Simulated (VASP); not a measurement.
# SnSe (Pnma) in VASP: notebook

Aim: see how the results for SnSe move with the level of theory and the settings. Levels: LDA, PBE+D4. Tasks: single point.

Program: VASP 6.6.1. These are calculated values, not measurements. Logs are shortened: lines on timing, memory, paths and dates and some standing lists are left out, and cuts for length are marked.

**Experimental background.**

From “Linear dichroism of the optical properties of SnS and SnSe van der Waals crystals”, 2024, arxiv:2409.17412, for a bulk crystal of SnSe at 20 K: band gap 0.99 eV (indirect).

The runs below are set against these values where they give the same quantity.

### 1 The cell of the first run

Symmetry: Pnma, No. 62, orthorhombic system. The conventional cell has a = 11.579 Å, b = 4.127 Å, c = 4.567 Å, α = 90.00°, β = 90.00°, γ = 90.00°. Within 3.6 Å of Sn (site symmetry m) lie 6 Se at 2.75 to 3.52 Å and 2 Sn at 3.59 Å. Se (site symmetry m) has 6 Sn at 2.75 to 3.52 Å within 3.6 Å.

### 2 Single point, LDA

Contents of INCAR:

```
SYSTEM = SnSe
PREC = Accurate ; ENCUT = 500
EDIFF = 1E-6 ; ISMEAR = 0
SIGMA = 0.01 ; LREAL = .FALSE.
LASPH = .TRUE. ; NELM = 120
ALGO = Normal ; ISIF = 2
LWAVE = .FALSE. ; LCHARG = .FALSE.
GGA = CA ; NBANDS = 50
GGA_COMPAT = .FALSE.
```

Contents of KPOINTS:

```
regular mesh
0
G
  2 6 6
  0 0 0
```

Contents of POSCAR:

```
SnSe
1.0
   11.5794963732      0.0000000000      0.0000000000
    0.0000000000      4.1271461132      0.0000000000
    0.0000000000      0.0000000000      4.5666930321
Sn Se
4 4
Direct
    0.1187874300      0.2500000000      0.1129354511
    0.3812125700      0.7500000000      0.6129354511
    0.6187874300      0.2500000000      0.3870645489
    0.8812125700      0.7500000000      0.8870645489
    0.3531524710      0.2500000000      0.0119862630
    0.1468475290      0.7500000000      0.5119862630
    0.8531524710      0.2500000000      0.4880137370
    0.6468475290      0.7500000000      0.9880137370
```

Potentials or basis: VASP PAW LDA potentials, release 64 (Sn_d, Se).

Launch:

```sh
cat potpaw_LDA.64/Sn_d/POTCAR potpaw_LDA.64/Se/POTCAR > POTCAR
mpirun -np 1 vasp_std > vasp.out
```

OUTCAR:

```text
SYSTEM = SnSe
   PREC = Accurate
   ENCUT = 500
   EDIFF = 1E-6
   ISMEAR = 0
   LREAL = .FALSE.
   LASPH = .TRUE.
   NELM = 120
   ISIF = 2
   GGA = CA

 ion  position               nearest neighbor table
   1  0.119  0.250  0.113-   5 2.75   6 2.77   6 2.77   4 3.59   4 3.59
   2  0.381  0.750  0.613-   6 2.75   5 2.77   5 2.77   3 3.59   3 3.59
   3  0.619  0.250  0.387-   7 2.75   8 2.77   8 2.77   2 3.59   2 3.59
   4  0.881  0.750  0.887-   8 2.75   7 2.77   7 2.77   1 3.59   1 3.59
   5  0.353  0.250  0.012-   1 2.75   2 2.77   2 2.77
   6  0.147  0.750  0.512-   2 2.75   1 2.77   1 2.77
   7  0.853  0.250  0.488-   3 2.75   4 2.77   4 2.77
   8  0.647  0.750  0.988-   4 2.75   3 2.77   3 2.77

  LATTYP: Found a simple orthorhombic cell.
 ALAT       =     4.1271461132
 B/A-ratio  =     1.1065014193
 C/A-ratio  =     2.8056909195

  Lattice vectors:

 A1 = (   0.0000000000,   4.1271461132,   0.0000000000)
 A2 = (   0.0000000000,   0.0000000000,   4.5666930321)
 A3 = (  11.5794963732,   0.0000000000,   0.0000000000)

Analysis of symmetry for initial positions (statically):
=====================================================================
 Subroutine PRICEL returns:
 Original cell was already a primitive cell.

 Routine SETGRP: Setting up the symmetry group for a
 simple orthorhombic supercell.

 Subroutine GETGRP returns: Found  8 space group operations
 (whereof  2 operations were pure point group operations)
 out of a pool of  8 trial point group operations.

The static configuration has the point symmetry S_2 .
 The point group associated with its full space group is D_2h.

Analysis of symmetry for dynamics (positions and initial velocities):
=====================================================================
 Subroutine PRICEL returns:
 Original cell was already a primitive cell.

 Routine SETGRP: Setting up the symmetry group for a
 simple orthorhombic supercell.

 Subroutine GETGRP returns: Found  8 space group operations
 (whereof  2 operations were pure point group operations)
 out of a pool of  8 trial point group operations.

The dynamic configuration has the point symmetry S_2 .
 The point group associated with its full space group is D_2h.

 Subroutine INISYM returns: Found  8 space group operations
 (whereof  2 operations are pure point group operations),
 and found     1 'primitive' translations

[... 106 lines left out ...]
   EDIFF  = 0.1E-05   stopping-criterion for ELM
   LREAL  =      F    real-space projection
   EDIFFG = 0.1E-04   stopping-criterion for IOM
   NSW    =      0    number of steps for IOM
   IBRION =     -1    ionic relax: 0-MD 1-quasi-New 2-CG
   NFREE  =      0    steps in history (QN), initial steepest desc. (CG)
   ISIF   =      2    stress and relaxation
   ISYM   =      2    0-nonsym 1-usesym 2-fastsym
   POTIM  = 0.5000    time-step for ionic-motion
   TEBEG  =    0.0;   TEEND  =   0.0 temperature during run
   PSTRESS=    0.0 pullay stress
   NELECT =      80.0000    total number of electrons
   NUPDOWN=      -1.0000    fix difference up-down
   EMIN   =  10.00;   EMAX   =-10.00  energy-range for DOS
   EFERMI =   0.00;   METHOD = LEGACY
   ISMEAR =     0;   SIGMA  =   0.01  broadening in eV -4-tet -1-fermi 0-gaus
   EFERMI_NEDOS =   21; number of points for ismear=-14 and -15
   IALGO  =     38    algorithm
   IMIX   =      4    mixing-type and parameters
     AMIX     =   0.40;   BMIX     =  1.00
     AMIX_MAG =   1.60;   BMIX_MAG =  1.00
  volume/ion in A,a.u.               =      27.28       184.10
  Fermi-wavevector in a.u.,A,eV,Ry     =   1.171632  2.214063 18.676995  1.372720
  Thomas-Fermi vector in A             =   2.308072
   LORBIT       =      0    0 simple, 1 ext, 2 COOP (PROOUT), +10 PAW based schemes
   GGA     = CA    functional components
   LHFCALC =     F    Hartree Fock is set to
   AEXX    =    0.0000 exact exchange contribution
   IVDW    =     0    specifies the selected vdW correction
   LEPSILON=     F    determine dielectric tensor
   LRPA    =     F    only Hartree local field effects (RPA)
 non-spin polarized calculation
 Gauss-broadening in eV      SIGMA  =   0.01
  energy-cutoff  :      500.00
  volume of cell :      218.24
 maximum number of plane-waves:      5564
   NGX = 43   NGY = 15   NGZ = 17

 number of electron      79.9999989 magnetization

 Free energy of the ion-electron system (eV)
  ---------------------------------------------------
  ext. energy  EPLUGINS =         0.00000000
  ---------------------------------------------------
  free energy    TOTEN  =       -37.83802303 eV

  energy without entropy =      -37.83802303  energy(sigma->0) =      -37.83802303

 E-fermi :   5.0586     XC(G=0):  -9.8693

 val. band max:        5.0121260294   @ k =   0.0000   0.0000   0.3333
 cond. band min:       5.5739085548   @ k =   0.0000   0.3333   0.0000
 fundamental gap:      0.5617825254
 Fermi energy:         5.0585571441

 k-point     1 :       0.0000    0.0000    0.0000
  band No.  band energies     occupation
      1     -16.1608      2.00000
      2     -16.1453      2.00000
      3     -16.1433      2.00000
      4     -16.1378      2.00000
      5     -16.1353      2.00000
      6     -16.1342      2.00000
[... 1261 lines left out ...]
     49      10.5432      0.00000
     50      10.5432      0.00000

 [... further k-points ...]
[... 5 lines left out ...]
  --------------------------------------------------------------------------------------
  -------------------------------------------------------------------------------------
  Total       -2.8169940     -2.7339468     -3.1946496      0.0000000      0.0000000      0.0000000
  in kB      -20.6802204    -20.0705518    -23.4526799      0.0000000      0.0000000      0.0000000
  external PRESSURE =     -21.4011507 kB  Pullay stress =       0.0000000 kB

 VOLUME and BASIS-vectors are now :
 -----------------------------------------------------------------------------
  energy-cutoff  :      500.00
  volume of cell :      218.24
      direct lattice vectors                 reciprocal lattice vectors
    11.579496373  0.000000000  0.000000000     0.086359542  0.000000000  0.000000000
     0.000000000  4.127146113  0.000000000     0.000000000  0.242298182  0.000000000
     0.000000000  0.000000000  4.566693032     0.000000000  0.000000000  0.218976838

 POSITION                                       TOTAL-FORCE (eV/Angst)
 -----------------------------------------------------------------------------------
      1.37550      1.03179      0.51574        -0.005635     -0.000000     -0.016384
      4.41425      3.09536      2.79909         0.005635      0.000000     -0.016384
      7.16525      1.03179      1.76760        -0.005635     -0.000000      0.016384
     10.20400      3.09536      4.05095         0.005635     -0.000000      0.016384
      4.08933      1.03179      0.05474         0.032808     -0.000000      0.042387
      1.70042      3.09536      2.33808        -0.032808      0.000000      0.042387
      9.87908      1.03179      2.22861         0.032808     -0.000000     -0.042387
      7.49017      3.09536      4.51196        -0.032808     -0.000000     -0.042387
 -----------------------------------------------------------------------------------
    total drift:                                0.000000     -0.000000      0.000000

  FREE ENERGIE OF THE ION-ELECTRON SYSTEM (eV)
  ---------------------------------------------------
  free  energy   TOTEN  =       -37.8380230280 eV

  energy  without entropy=      -37.8380230280  energy(sigma->0) =      -37.83802303
```

OSZICAR:

```text
N       E                     dE             d eps       ncg     rms          rms(c)
DAV:   1     0.858900734865E+03    0.85890E+03   -0.36137E+04  3428   0.199E+03
DAV:   2     0.112856401482E+03   -0.74604E+03   -0.72272E+03  3216   0.574E+02
DAV:   3    -0.282899276619E+02   -0.14115E+03   -0.13457E+03  3832   0.201E+02
DAV:   4    -0.383052518207E+02   -0.10015E+02   -0.98552E+01  3810   0.545E+01
DAV:   5    -0.386290581710E+02   -0.32381E+00   -0.32264E+00  3738   0.105E+01    0.671E+00
DAV:   6    -0.378827120639E+02    0.74635E+00   -0.12025E+00  4452   0.570E+00    0.413E+00
DAV:   7    -0.378490856318E+02    0.33626E-01   -0.53748E-01  4148   0.253E+00    0.143E+00
DAV:   8    -0.378385599744E+02    0.10526E-01   -0.55843E-02  4268   0.147E+00    0.345E-01
DAV:   9    -0.378380479465E+02    0.51203E-03   -0.74073E-03  3878   0.538E-01    0.988E-02
DAV:  10    -0.378380166461E+02    0.31300E-04   -0.69803E-04  4580   0.146E-01    0.497E-02
DAV:  11    -0.378380358109E+02   -0.19165E-04   -0.18355E-04  4112   0.644E-02    0.202E-02
DAV:  12    -0.378380225002E+02    0.13311E-04   -0.45271E-05  4084   0.338E-02    0.614E-03
DAV:  13    -0.378380230280E+02   -0.52778E-06   -0.52684E-06  2996   0.963E-03
   1 F= -.37838023E+02 E0= -.37838023E+02  d E =-.679817E-13
```

stdout:

```text
POSCAR found type information on POSCAR SnSe
 POSCAR found :  2 types and       8 ions
 scaLAPACK will be used
 LDA part: xc-table for (Slater(with rela. corr.)+CA(PZ))
 , standard interpolation
 POSCAR, INCAR and KPOINTS ok, starting setup
 FFT: planning ... GRIDC
 FFT: planning ... GRID_SOFT
 FFT: planning ... GRID
 WAVECAR not read
 entering main loop
```

Wall time 4.2 min (1 thread of Intel Xeon Platinum 8488C (Sapphire Rapids), shared host); peak memory 0.38 GiB.

Results:

| Quantity | Value |
| --- | --- |
| Free energy | -37.8380 eV |
| Pressure | -2.1 GPa |
| Largest force | 0.054 eV/Å |
| Band gap on the k mesh | 0.56 eV (least direct gap 0.86 eV) |

Forces on the atoms (eV/Å):
```
Sn  -0.006  0.000 -0.016
Sn   0.006  0.000 -0.016
Sn  -0.006  0.000  0.016
Sn   0.006  0.000  0.016
Se   0.033  0.000  0.042
Se  -0.033  0.000  0.042
Se   0.033  0.000 -0.042
Se  -0.033  0.000 -0.042
```

Caveat: spin-orbit coupling is left out, which moves the levels of the heavy elements. A k mesh can miss the band edges.

### 3 Single point, PBE+D4

This run uses another cell than the first one, of 27.89 Å³/atom.

Contents of INCAR:

```
SYSTEM = SnSe
ALGO = Normal
EDIFF = 1E-6
ENCUT = 500
GGA = PE
GGA_COMPAT = .FALSE.
ISIF = 2
ISMEAR = -1
IVDW = 13
LASPH = .TRUE.
LCHARG = .FALSE.
LREAL = .FALSE.
LWAVE = .FALSE.
NBANDS = 50
NELM = 120
PREC = Accurate
SIGMA = 0.02
```

Contents of KPOINTS:

```
k-points
0
G
  2 6 6
  0 0 0
```

Contents of POSCAR:

```
SnSe
1.0
   11.7748803801      0.0000000000      0.0000000000
    0.0000000000      4.1976826372      0.0000000000
    0.0000000000      0.0000000000      4.5141120483
Sn Se
4 4
Direct
    0.1243433317      0.2500000000      0.1150737817
    0.3756566683      0.7500000000      0.6150737817
    0.6243433317      0.2500000000      0.3849262183
    0.8756566683      0.7500000000      0.8849262183
    0.3566170842      0.2500000000      0.0254552449
    0.1433829158      0.7500000000      0.5254552449
    0.8566170842      0.2500000000      0.4745447551
    0.6433829158      0.7500000000      0.9745447551
```

Potentials or basis: VASP PAW PBE potentials, release 64 (Sn_d, Se).

Launch:

```sh
cat potpaw_PBE.64/Sn_d/POTCAR potpaw_PBE.64/Se/POTCAR > POTCAR
mpirun -np 1 vasp_std > vasp.out
```

It took 4.7 min on 1 thread of Intel Xeon Platinum 8488C (Sapphire Rapids), shared host; peak memory 0.45 GiB.

Results (log left out):

```
Free energy                : -36.1715 eV
Pressure                   : 0.0 GPa
Largest force              : 0.018 eV/Å
Band gap on the k mesh     : 0.63 eV (least direct gap 0.83 eV)
Dispersion energy per atom : -0.416 eV
```

Forces in eV/Å, atoms in the order of the input:
```
Sn  -0.014  0.000 -0.010
Sn   0.014  0.000 -0.010
Sn  -0.014  0.000  0.010
Sn   0.014  0.000  0.010
Se   0.004  0.000  0.009
Se  -0.004  0.000  0.009
Se   0.004  0.000 -0.009
Se  -0.004  0.000 -0.009
```

Levels at points of the mesh, in eV from the valence-band top:
```csv
k point,band 38,band 39,band 40,band 41,band 42,band 43
"(0.00, 0.00, 0.00)",-1.23,-0.73,-0.56,0.80,2.81,2.89
"(0.50, 0.00, 0.00)",-1.86,-0.58,-0.58,2.48,2.48,2.64
"(0.00, 0.50, 0.00)",-0.92,-0.77,-0.77,1.06,1.06,1.21
"(0.50, 0.50, 0.00)",-0.95,-0.95,-0.95,1.38,1.38,1.38
"(0.00, 0.00, 0.50)",-0.73,-0.26,-0.26,1.21,1.21,1.59
"(0.50, 0.00, 0.50)",-0.46,-0.28,-0.28,1.20,1.20,1.58
"(0.00, 0.50, 0.50)",-2.20,-1.37,-1.37,2.63,2.63,3.09
"(0.50, 0.50, 0.50)",-1.55,-1.55,-1.55,2.56,2.56,2.56
```

Caveat: spin-orbit coupling is left out, which moves the levels of the heavy elements.

### 4 How close it comes

Step 3. A measured gap of SnSe is 0.99 eV (indirect; 20 K; “Linear dichroism of the optical properties of SnS and SnSe van der Waals crystals”, 2024, arxiv:2409.17412); the calculated 0.63 eV misses it by -0.36 eV. 2 values of this kind are on record (0.89 to 0.99 eV); this one was drawn at random. Spin-orbit coupling on Se, Sn is left out. The value is that of PBE+D4 on a finite k mesh, which can miss the band edges, without temperature or zero-point motion. Semilocal functionals fall short of measured gaps as a rule.
